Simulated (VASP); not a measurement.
Write the native input for VASP 6.6.1 that does the following.

| Property | Result |
| --- | --- |
| Task | relaxation of cell and atoms |
| Functional | PBE |
| Potentials or basis | VASP PAW PBE potentials, release 64 (Hg) |
| Cutoff | 600 eV |
| k mesh | 16 × 16 × 14 |
| Occupations | fermi-dirac, width 0.05 eV |
| Spin | no spin polarisation |
| Target pressure | 40 GPa |
| Dipole correction | no |
| Further INCAR settings | ALGO = Normal; EDIFF = 1e-07; IBRION = 2; EDIFFG = -0.005; NSW = 32; ISIF = 3 |

The structure of Hg lies in POSCAR:

```
Hg
1.0
    2.8017333683      0.0000000000      0.0000000000
   -1.4008666841      2.4263722716      0.0000000000
    0.0000000000      0.0000000000      2.7052285339
Hg
1
Direct
    0.0000000000      0.0000000000      0.0000000000
```

These files were run (other wordings do the same):

INCAR

```
ALGO     = Normal         # electronic algorithm
EDIFF    = 1E-7           # SCF threshold, eV
EDIFFG   = -0.005         # ionic threshold
ENCUT    = 600            # plane-wave cutoff, eV
GGA      = PE             # functional
IBRION   = 2              # ionic algorithm
ISIF     = 3              # what is computed and relaxed
ISMEAR   = -1             # smearing method
LASPH    = True           # aspherical terms in the spheres
LCHARG   = False          # write CHGCAR
LREAL    = False          # projectors in reciprocal space
LWAVE    = False          # write WAVECAR
NELM     = 60             # most SCF steps
NSW      = 32             # ionic steps
PREC     = Accurate       # precision mode
PSTRESS  = 400.0        
SIGMA    = 0.05           # smearing width, eV
```

KPOINTS

```
k-points
0
Gamma
  16 16 14
```

Potentials or basis: VASP PAW PBE potentials, release 64 (Hg).

Run with:

```sh
$ cat potpaw_PBE.64/Hg/POTCAR > POTCAR
$ mpirun -np 1 vasp_std > vasp.out
```

Results of the run:

| Property | Result |
| --- | --- |
| Relaxed volume | 18.54 Å³/atom |
| Relaxed cell | a = 2.809 Å, b = 2.809 Å, c = 2.712 Å, α = 90.00°, β = 90.00°, γ = 120.00° |
| Space group after relaxing (to 0.05 Å) | P6/mmm (No. 191) |
| Energy change on relaxing (the enthalpy is what falls) | -37.2 meV/atom |
| Ionic steps | 3 |
| Pressure after relaxing | 40.0 GPa |
| Band gap on the k mesh | zero (band 6 reaches 9.00 eV, above the bottom of band 7 at 2.84 eV) |

Caveat: the cell is relaxed towards a set pressure, so the enthalpy falls and the energy may rise; spin-orbit coupling is left out, which moves the levels of the heavy elements.

Run time: 2.2 min on 1 thread of Oxide Virtual Turin-like Processor, on a shared host, peak memory 0.16 GiB.
